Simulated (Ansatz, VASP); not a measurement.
**Ir: VASP beside Ansatz**

```
CELL_PARAMETERS angstrom
0.00000 1.90616 1.90616
1.90616 0.00000 1.90616
1.90616 1.90616 0.00000
ATOMIC_POSITIONS crystal
Ir 0.00000 0.00000 0.00000
```

Alike in both runs: functional PBEsol; dispersion D4; k mesh 18 × 18 × 18; occupations gaussian, width 0.1 eV; no spin polarisation.

Ansatz relaxed the structure, and its values are those at the end. VASP's run is a single point on that final structure, the one shown.

```csv
,VASP,Ansatz
version,VASP 6.6.1,Ansatz 0.2.0
potentials or method,"VASP PAW PBE potentials, release 64 (Ir), cutoff 500 eV","scalar-relativistic, plane waves, PAW"
valence electrons in the cell,9,17
```

Ansatz gave:

| Item | Value |
| --- | --- |
| gap on the k mesh at the Fermi level (eV) | none |
| pressure (GPa) | 0.0 |

Task: Estimate VASP's values.

Result: gap on the k mesh at the Fermi level (eV): none; pressure (GPa): 1.1.

VASP's potentials were made for PBE, not for PBEsol, and Ansatz warns of the same on its side. A gap of «none» marks a metal or a gap that the smearing closes. VASP's potentials hold 9 valence electrons a cell and Ansatz's 17, so a difference there can come from the potentials and not from the codes.

Neither program's run includes spin-orbit coupling.
